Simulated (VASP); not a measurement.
Input of a VASP 6.6.1 run:

File POSCAR:

```
Ag
1.0
    3.0307021144      0.0000000000      0.0000000000
   -1.5153510572      2.6246650224      0.0000000000
    0.0000000000      0.0000000000      4.8109323000
Ag
2
Direct
    0.3333333333      0.6666666667      0.2500000000
    0.6666666667      0.3333333333      0.7500000000
```

INCAR.step1

```
SYSTEM = Ag
ALGO = Normal
EDIFF = 1E-4
ENCUT = 520
GGA = PE
ISMEAR = 0
LASPH = .TRUE.
LCHARG = .FALSE.
LREAL = .FALSE.
LWAVE = .TRUE.
NBANDS = 18
NELM = 80
PREC = Accurate
SIGMA = 0.1
```

Contents of INCAR.step2:

```
SYSTEM = Ag
ALGO = Normal
EDIFF = 1E-6
ENCUT = 520
ISIF = 2
ISMEAR = 0
ISTART = 1
LASPH = .TRUE.
LCHARG = .FALSE.
LMIXTAU = .TRUE.
LREAL = .FALSE.
LWAVE = .FALSE.
METAGGA = R2SCAN
NBANDS = 18
NELM = 80
PREC = Accurate
SIGMA = 0.1
```

File KPOINTS:

```
k-points
0
G
  18 18 10
  0 0 0
```

Potentials or basis: VASP PAW PBE potentials, release 64 (Ag).

The run is started by

```bash
$ cat potpaw_PBE.64/Ag/POTCAR > POTCAR
$ cp INCAR.step1 INCAR
$ mpirun -np 1 vasp_std > vasp.out
$ cp INCAR.step2 INCAR
$ mpirun -np 1 vasp_std > vasp.out
```

(1) Predict the band gap on the k mesh.

(2) Predict the pressure.

Results:

(1) zero (bands 11 and 12 overlap by 7.44 eV).

(2) -7.6 GPa.

Caveat: the cell differs from its parent crystal (strained); the cell stands under tension; the PAW data sets were made with another functional, which shifts forces and pressure a little.
